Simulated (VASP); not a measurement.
A run of VASP 6.6.1 is set up as follows.

File INCAR:

```
SYSTEM = C
PREC = Accurate ; ENCUT = 520
EDIFF = 1E-6 ; ISMEAR = 0
SIGMA = 0.02 ; LREAL = .False.
LASPH = .True. ; NELM = 100
ALGO = Normal ; ISIF = 2
LWAVE = .False. ; LCHARG = .False.
GGA = CA ; NBANDS = 11
```

The input KPOINTS:

```
Automatic mesh
0
Gamma
  12 12 12
  0 0 0
```

File POSCAR:

```
C
1.0
    0.0000000000      1.7658687227      1.7658687227
    1.7658687227      0.0000000000      1.7658687227
    1.7658687227      1.7658687227      0.0000000000
C
2
Direct
    0.5000000000      0.5000000000      0.5000000000
    0.7500000000      0.7500000000      0.7500000000
```

Potentials or basis: VASP PAW LDA potentials, release 64 (C).

Run with:

```sh
$ cat potpaw_LDA.64/C/POTCAR > POTCAR
$ mpirun -np 1 vasp_std > vasp.out
```

(1) What does it give for the band gap on the k mesh?

(2) Predict the pressure.

## Answers

(1) 4.20 eV, indirect (least direct gap 5.63 eV).

(2) 1.6 GPa.
